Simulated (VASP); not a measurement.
Write the native input for VASP 6.6.1 that does the following.

```yaml
Task: single point
Functional: PBE
Potentials_or_basis: VASP PAW PBE potentials, release 64 (Li_sv, Br)
Cutoff: 750 eV
k_mesh: 6 × 6 × 6
Occupations: gaussian, width 0.01 eV
Spin: no spin polarisation
Dipole_correction: no
Further_INCAR_settings: ALGO = Normal; EDIFF = 1e-06; NBANDS = 12
```

The structure of LiBr lies in POSCAR:

```
LiBr
1.0
    0.0000000000      2.8094453289      2.8094453289
    2.8094453289      0.0000000000      2.8094453289
    2.8094453289      2.8094453289      0.0000000000
Li Br
1 1
Direct
    0.0000000000      0.0000000000      0.0000000000
    0.5000000000      0.5000000000      0.5000000000
```

This cell differs from its parent crystal: volume changed by +6%.

These files were run (other wordings do the same):

INCAR

```
ALGO     = Normal         # electronic algorithm
EDIFF    = 1E-6           # SCF threshold, eV
ENCUT    = 750            # plane-wave cutoff, eV
GGA      = PE             # functional
GGA_COMPAT= F            
ISIF     = 2              # what is computed and relaxed
ISMEAR   = 0              # smearing method
LASPH    = T              # aspherical terms in the spheres
LCHARG   = F              # write CHGCAR
LREAL    = F              # projectors in reciprocal space
LWAVE    = F              # write WAVECAR
NBANDS   = 12             # bands
NELM     = 120            # most SCF steps
PREC     = Accurate       # precision mode
SIGMA    = 0.01           # smearing width, eV
```

KPOINTS

```
k-points
0
Gamma
  6 6 6
```

Potentials or basis: VASP PAW PBE potentials, release 64 (Li_sv, Br).

Command:

```console
$ cat potpaw_PBE.64/Li_sv/POTCAR potpaw_PBE.64/Br/POTCAR > POTCAR
$ mpirun -np 1 vasp_std > vasp.out
```

Results of the run:

```
Pressure               : -1.4 GPa
Band gap on the k mesh : 4.68 eV, direct
```

It took 22 s on 1 thread of Intel Xeon 8259CL, on a shared host, peak memory 0.21 GiB.
